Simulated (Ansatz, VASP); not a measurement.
# Two plane-wave programs on SrW2

INCAR

```
SYSTEM = SrW2
  ALGO = Normal
  EDIFF = 1E-6
  EDIFFG = -0.04
  ENCUT = 600
  GGA = PE
  IBRION = 2
  ISIF = 3
  ISMEAR = 0
  LASPH = .TRUE.
  LCHARG = .FALSE.
  LREAL = .FALSE.
  LWAVE = .FALSE.
  NELM = 60
  NSW = 90
  PREC = Accurate
  SIGMA = 0.1
```

The input KPOINTS:

```
k-points
0
G
  6 6 2
  0 0 0
```

The input POSCAR:

```
SrW2
1.0
    3.6454817700      0.0000000000      0.0000000000
   -1.8227408800      3.1570798200      0.0000000000
    0.0000000000      0.0000000000      7.7560539500
Sr W
1 2
Direct
    0.0000000000      0.0000000000      0.5000000000
    0.3333333300      0.6666666700      0.8707451600
    0.6666666700      0.3333333300      0.1292548400
```

Input for Ansatz:

```yaml
crystal:
  lattice:
    - [3.64548177, 0.0, 0.0]
    - [-1.82274088, 3.15707982, 0.0]
    - [0.0, 0.0, 7.75605395]
  atoms:
    - { symbol: Sr, position: [0.0, 0.0, 0.5] }
    - { symbol: W, position: [0.33333333, 0.66666667, 0.87074516] }
    - { symbol: W, position: [0.66666667, 0.33333333, 0.12925484] }
basis:
  ecutwfc: 420
kpoints:
  mp_grid: { grid: [6, 6, 2] }
hamiltonian:
  xc: pbe
scf:
  occupations: { method: gaussian, width: 0.1 }
  lower_state_search: "off"
output:
  forces: true
  stress: true
  eigenvalues: true
relax:
  adjacent_minimum: "off"
  f_tol: 0.04
  max_steps: 70
  cell: { stress_tol: 0.4 }
```

Alike in both runs: task relaxation of cell and atoms; functional PBE; k mesh 6 × 6 × 2; occupations gaussian, width 0.1 eV; no spin polarisation.

|  | VASP | Ansatz |
| --- | --- | --- |
| version | VASP 6.6.1 | Ansatz 0.2.0 |
| potentials or method | VASP PAW PBE potentials, release 64 (Sr_sv, W_sv), cutoff 600 eV | scalar-relativistic, plane waves, PAW |
| valence electrons in the cell | 38 | 38 |

|  | VASP | Ansatz | Ansatz less VASP |
| --- | --- | --- | --- |
| gap on the k mesh at the Fermi level, each at its own relaxed structure (eV) | none | none | - |
| relaxed volume (Å³/atom) | 23.01 | 22.91 | -0.105 |
| relaxed cell length with the largest relative difference (Å) | 7.457 | 7.430 | -0.0270 |

A gap of «none» marks a metal or a gap that the smearing closes.

The k mesh is coarse, so the values compare programs but aren't converged. Neither program's run includes spin-orbit coupling. Noted on VASP's run: the volume moved by over 15 % at a fixed basis, so the end points are rough.
